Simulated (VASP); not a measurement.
A run of VASP 6.6.1:

INCAR

```
ALGO = Normal
EDIFF = 1E-6
EDIFFG = -0.005
ENCUT = 600
GGA = PE
IBRION = 2
ISIF = 3
ISMEAR = -1
LASPH = T
LCHARG = F
LREAL = F
LWAVE = F
NELM = 80
NSW = 80
PREC = Accurate
SIGMA = 0.02
```

File KPOINTS:

```
k-points
0
Gamma
  6 6 2
```

POSCAR

```
Sn5C
1.0
    4.1967924260      0.0000000000      0.0000000000
   -2.0983962130      3.6345288553      0.0000000000
    0.0000000000      0.0000000000     10.2800000000
C Sn
1 5
Direct
    0.0000000000      0.0000000000      0.0000000000
    0.6666666667      0.3333333333      0.6666666667
    0.3333333333      0.6666666667      0.3333333333
    0.6666666667      0.3333333333      0.9166666667
    0.3333333333      0.6666666667      0.5833333333
    0.0000000000      0.0000000000      0.2500000000
```

Potentials or basis: VASP PAW PBE potentials, release 64 (C, Sn_d).

Run with:

```bash
$ cat potpaw_PBE.64/C/POTCAR potpaw_PBE.64/Sn_d/POTCAR > POTCAR
$ mpirun -np 1 vasp_std > vasp.out
```

Hardware: 1 thread of Intel(R) Xeon(R) 6975P-C (Granite Rapids) (shared host).

Problem. How long does it take, and how much memory?

Solution. Wall time 16 min on 1 thread of Intel(R) Xeon(R) 6975P-C (Granite Rapids) (shared host), peak memory 0.38 GiB. Counts: scf iterations 186, k points 14, ion steps 23.
